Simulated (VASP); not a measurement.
# BAs (F-43m) in VASP: further runs

The runs below take BAs through relaxation of cell and atoms, single point, with PBE.

All numbers are computed with VASP 6.6.1; they aren't measurements. Logs are shortened: lines on timing, memory, paths and dates and some standing lists are left out, and cuts for length are marked.

## 1. The cell of the first run

The structure is cubic, space group F-43m (No. 216). Conventional cell: a = 4.809 Å, b = 4.809 Å, c = 4.809 Å, α = 90.00°, β = 90.00°, γ = 90.00°. B (site symmetry -43m) has 4 As at 2.08 Å within 2.8 Å. Within 2.8 Å of As (site symmetry -43m) lie 4 B at 2.08 Å.

## 2. Relaxation of cell and atoms, PBE

INCAR reads:

```
SYSTEM = BAs
ALGO = Normal ; EDIFF = 1E-7
EDIFFG = -0.001 ; ENCUT = 600
GGA = PE ; IBRION = 2
ISIF = 3 ; ISMEAR = 0
LASPH = .True. ; LCHARG = .False.
LREAL = .False. ; LWAVE = .False.
NELM = 80 ; NSW = 80
PREC = Accurate ; SIGMA = 0.01
```

KPOINTS reads:

```
k-points
0
Gamma
  10 10 10
  0 0 0
```

POSCAR reads:

```
BAs
1.0
    0.0000000000      2.4044111632      2.4044111632
    2.4044111632      0.0000000000      2.4044111632
    2.4044111632      2.4044111632      0.0000000000
B As
1 1
Direct
    0.0000000000      0.0000000000      0.0000000000
    0.7500000000      0.7500000000      0.7500000000
```

Potentials or basis: VASP PAW PBE potentials, release 64 (B, As).

Run with:

```bash
$ cat potpaw_PBE.64/B/POTCAR potpaw_PBE.64/As/POTCAR > POTCAR
$ mpirun -np 1 vasp_std > vasp.out
```

OUTCAR:

```text
SYSTEM = BAs
   EDIFF = 1E-7
   EDIFFG = -0.001
   ENCUT = 600
   GGA = PE
   IBRION = 2
   ISIF = 3
   ISMEAR = 0
   LASPH = .True.
   LREAL = .False.
   NELM = 80
   NSW = 80
   PREC = Accurate

 ion  position               nearest neighbor table
   1  0.000  0.000  0.000-   2 2.08   2 2.08   2 2.08   2 2.08
   2  0.750  0.750  0.750-   1 2.08   1 2.08   1 2.08   1 2.08

  LATTYP: Found a face centered cubic cell.
 ALAT       =     4.8088223264

  Lattice vectors:

 A1 = (   0.0000000000,   2.4044111632,   2.4044111632)
 A2 = (   2.4044111632,   0.0000000000,   2.4044111632)
 A3 = (   2.4044111632,   2.4044111632,   0.0000000000)

Analysis of symmetry for initial positions (statically):
=====================================================================
 Subroutine PRICEL returns:
 Original cell was already a primitive cell.

 Routine SETGRP: Setting up the symmetry group for a
 face centered cubic supercell.

 Subroutine GETGRP returns: Found 24 space group operations
 (whereof 24 operations were pure point group operations)
 out of a pool of 48 trial point group operations.

The static configuration has the point symmetry T_d .

Analysis of symmetry for dynamics (positions and initial velocities):
=====================================================================
 Subroutine PRICEL returns:
 Original cell was already a primitive cell.

 Routine SETGRP: Setting up the symmetry group for a
 face centered cubic supercell.

 Subroutine GETGRP returns: Found 24 space group operations
 (whereof 24 operations were pure point group operations)
 out of a pool of 48 trial point group operations.

The dynamic configuration has the point symmetry T_d .

 Subroutine INISYM returns: Found 24 space group operations
 (whereof 24 operations are pure point group operations),
 and found     1 'primitive' translations

----------------------------------------------------------------------------------------

                                     Primitive cell

  volume of cell :      27.8007

  direct lattice vectors                    reciprocal lattice vectors
     0.000000000  2.404411163  2.404411163    -0.207951122  0.207951122  0.207951122
     2.404411163  0.000000000  2.404411163     0.207951122 -0.207951122  0.207951122
     2.404411163  2.404411163  0.000000000     0.207951122  0.207951122 -0.207951122

  length of vectors
     3.400350877  3.400350877  3.400350877     0.360181909  0.360181909  0.360181909

  position of ions in fractional coordinates (direct lattice)
     0.000000000  0.000000000  0.000000000
     0.750000000  0.750000000  0.750000000

  ion indices of the primitive-cell ions
   primitive index   ion index
                 1           1
                 2           2

----------------------------------------------------------------------------------------

 KPOINTS: k-points

Automatic generation of k-mesh.
 Grid dimensions read from file:
 generate k-points for:   10   10   10

 Generating k-lattice:

  Cartesian coordinates                     Fractional coordinates (reciprocal lattice)
    -0.020795112  0.020795112  0.020795112     0.100000000  0.000000000  0.000000000
     0.020795112 -0.020795112  0.020795112     0.000000000  0.100000000  0.000000000
     0.020795112  0.020795112 -0.020795112     0.000000000  0.000000000  0.100000000

  Length of vectors
     0.036018191  0.036018191  0.036018191

  Shift w.r.t. Gamma in fractional coordinates (k-lattice)
     0.000000000  0.000000000  0.000000000

 Subroutine IBZKPT returns following result:
 ===========================================

 Found     47 irreducible k-points:

 Following reciprocal coordinates:
            Coordinates               Weight
  0.000000  0.000000  0.000000      1.000000
  0.100000  0.000000  0.000000      8.000000
  0.200000  0.000000  0.000000      8.000000
  0.300000  0.000000  0.000000      8.000000
  0.400000  0.000000  0.000000      8.000000
  0.500000  0.000000  0.000000      4.000000
[... 16 lines left out ...]
  0.300000  0.300000  0.000000      6.000000
  0.400000  0.300000  0.000000     24.000000
 [... further k-points ...]
   k-points           NKPTS =     47   k-points in BZ     NKDIM =     47   number of bands    NBANDS=      8
   number of dos      NEDOS =    301   number of ions     NIONS =      2
   total plane-waves  NPLWV =  21952
   dimension x,y,z NGX =    28 NGY =   28 NGZ =   28
   dimension x,y,z NGXF=    56 NGYF=   56 NGZF=   56
   ions per type =               1   1
   NGX,Y,Z   is equivalent  to a cutoff of  13.69, 13.69, 13.69 a.u.
   NGXF,Y,Z  is equivalent  to a cutoff of  27.38, 27.38, 27.38 a.u.
 SYSTEM =  BAs
   PREC   = accura    normal or accurate (medium, high low for compatibility)
   ISTART =      0    job   : 0-new  1-cont  2-samecut
   ICHARG =      2    charge: 1-file 2-atom 10-const
   ISPIN  =      1    spin polarized calculation?
   LNONCOLLINEAR =      F non collinear calculations
   LSORBIT =      F    spin-orbit coupling
   LASPH  =      T    aspherical Exc in radial PAW
   ENCUT  =  600.0 eV  44.10 Ry    6.64 a.u.   6.79  6.79  6.79*2*pi/ulx,y,z
   NELM   =     80;   NELMIN=  2; NELMDL= -5     # of ELM steps
   EDIFF  = 0.1E-06   stopping-criterion for ELM
   LREAL  =      F    real-space projection
   EDIFFG = -.1E-02   stopping-criterion for IOM
   NSW    =     80    number of steps for IOM
   IBRION =      2    ionic relax: 0-MD 1-quasi-New 2-CG
   NFREE  =      1    steps in history (QN), initial steepest desc. (CG)
   ISIF   =      3    stress and relaxation
   ISYM   =      2    0-nonsym 1-usesym 2-fastsym
   POTIM  = 0.5000    time-step for ionic-motion
   TEBEG  =    0.0;   TEEND  =   0.0 temperature during run
   PSTRESS=    0.0 pullay stress
   NELECT =       8.0000    total number of electrons
   NUPDOWN=      -1.0000    fix difference up-down
   EMIN   =  10.00;   EMAX   =-10.00  energy-range for DOS
   EFERMI =   0.00;   METHOD = LEGACY
   ISMEAR =     0;   SIGMA  =   0.01  broadening in eV -4-tet -1-fermi 0-gaus
   EFERMI_NEDOS =   21; number of points for ismear=-14 and -15
   IALGO  =     38    algorithm
   IMIX   =      4    mixing-type and parameters
     AMIX     =   0.40;   BMIX     =  1.00
     AMIX_MAG =   1.60;   BMIX_MAG =  1.00
  volume/ion in A,a.u.               =      13.90        93.80
  Fermi-wavevector in a.u.,A,eV,Ry     =   1.080818  2.042451 15.893898  1.168169
  Thomas-Fermi vector in A             =   2.216819
   LORBIT       =      0    0 simple, 1 ext, 2 COOP (PROOUT), +10 PAW based schemes
   GGA     = PE    functional components
   LHFCALC =     F    Hartree Fock is set to
   AEXX    =    0.0000 exact exchange contribution
   IVDW    =     0    specifies the selected vdW correction
   LEPSILON=     F    determine dielectric tensor
   LRPA    =     F    only Hartree local field effects (RPA)
 conjugate gradient relaxation of ions
 non-spin polarized calculation
 Gauss-broadening in eV      SIGMA  =   0.01
  energy-cutoff  :      600.00
  volume of cell :       27.80
 maximum number of plane-waves:       944
   NGX = 13   NGY = 13   NGZ = 13

--------------------------------------- Ionic step        1  -------------------------------------------

 number of electron       8.0000000 magnetization

 Free energy of the ion-electron system (eV)
  ---------------------------------------------------
  ext. energy  EPLUGINS =         0.00000000
  ---------------------------------------------------
  free energy    TOTEN  =       -11.41425121 eV

  energy without entropy =      -11.41425121  energy(sigma->0) =      -11.41425121

------------------------ aborting loop because EDIFF is reached ----------------------------------------

  FORCE on cell =-STRESS in cart. coord.  units (eV):
  Direction    XX          YY          ZZ          XY          YZ          ZX
  --------------------------------------------------------------------------------------
  -------------------------------------------------------------------------------------
  Total        0.1091742      0.1091742      0.1091742      0.0000000      0.0000000      0.0000000
  in kB        6.2917898      6.2917898      6.2917898      0.0000000      0.0000000      0.0000000
  external PRESSURE =       6.2917898 kB  Pullay stress =       0.0000000 kB
[... 93 lines left out ...]
  energy  without entropy=      -11.4145027218  energy(sigma->0) =      -11.41450272

--------------------------------------- Ionic step        4  -------------------------------------------

 number of electron       8.0000000 magnetization

 Free energy of the ion-electron system (eV)
  ---------------------------------------------------
  ext. energy  EPLUGINS =         0.00000000
  ---------------------------------------------------
  free energy    TOTEN  =       -11.41450267 eV

  energy without entropy =      -11.41450267  energy(sigma->0) =      -11.41450267

 E-fermi :   5.9586     XC(G=0): -10.4777

 val. band max:        5.8564281750   @ k =   0.0000   0.0000   0.0000
 cond. band min:       7.0574475786   @ k =   0.4000   0.4000   0.0000
 fundamental gap:      1.2010194036
 Fermi energy:         5.9586325229

 k-point     1 :       0.0000    0.0000    0.0000
  band No.  band energies     occupation
      1      -9.3218      2.00000
      2       5.8564      2.00000
      3       5.8564      2.00000
      4       5.8564      2.00000
      5       9.1024      0.00000
      6       9.1024      0.00000
      7       9.1024      0.00000
      8      10.2322      0.00000
[... 243 lines left out ...]
 k-point    24 :       0.4000    0.3000    0.0000
  band No.  band energies     occupation
      1      -6.7449      2.00000
      2      -0.5353      2.00000
      3       1.9820      2.00000
      4       2.4592      2.00000
      5       7.5656      0.00000
      6       9.2429      0.00000
      7      14.5179      0.00000
      8      14.7636      0.00000

 [... further k-points ...]
[... 5 lines left out ...]
  --------------------------------------------------------------------------------------
  -------------------------------------------------------------------------------------
  Total       -0.0001772     -0.0001772     -0.0001772      0.0000000      0.0000000      0.0000000
  in kB       -0.0101624     -0.0101624     -0.0101624      0.0000000      0.0000000      0.0000000
  external PRESSURE =      -0.0101624 kB  Pullay stress =       0.0000000 kB
[... 17 lines left out ...]
  FREE ENERGIE OF THE ION-ELECTRON SYSTEM (eV)
  ---------------------------------------------------
  free  energy   TOTEN  =       -11.4145026658 eV

  energy  without entropy=      -11.4145026658  energy(sigma->0) =      -11.41450267

 reached required accuracy - stopping structural energy minimisation
```

Wall time 16 s (1 thread of Intel Xeon 6975P-C (Granite Rapids), shared host); peak memory 0.17 GiB.

What came out:

| Property | Result |
| --- | --- |
| Free energy | -11.4145 eV |
| Relaxed volume | 13.97 Å³/atom |
| Relaxed cell | a = 3.406 Å, b = 3.406 Å, c = 3.406 Å, α = 60.00°, β = 60.00°, γ = 60.00° |
| Space group after relaxing (to 0.05 Å) | F-43m (No. 216) |
| Energy gained by relaxing | 0.1 meV/atom |
| Ionic steps | 4 |
| Pressure after relaxing | 0.0 GPa |
| Band gap on the k mesh | 1.20 eV, indirect (least direct gap 3.25 eV) |

Step by step:
| step | energy change (eV) | largest force (eV/Å) | pressure (GPa) | volume (Å³) |
| --- | --- | --- | --- | --- |
| 1 | 0.0000 | 0.0000 | 0.63 | 27.80 |
| 2 | -0.0001 | 0.0000 | -0.42 | 28.02 |
| 3 | -0.0003 | 0.0000 | 0.01 | 27.93 |
| 4 | -0.0003 | 0.0000 | 0.00 | 27.93 |

Final structure:
```cif
data_structure
_symmetry_space_group_name_H-M 'P 1'
_symmetry_Int_Tables_number 1
_cell_length_a 3.4057
_cell_length_b 3.4057
_cell_length_c 3.4057
_cell_angle_alpha 60.000
_cell_angle_beta 60.000
_cell_angle_gamma 60.000
_cell_volume 27.93
loop_
_atom_site_label
_atom_site_type_symbol
_atom_site_fract_x
_atom_site_fract_y
_atom_site_fract_z
_atom_site_occupancy
B1 B 0.00000 0.00000 0.00000 1
As1 As 0.75000 0.75000 0.75000 1
```

A k mesh can miss the band edges. As with any semilocal functional, this PBE gap is likely too small.

[end of part 1 of 2]
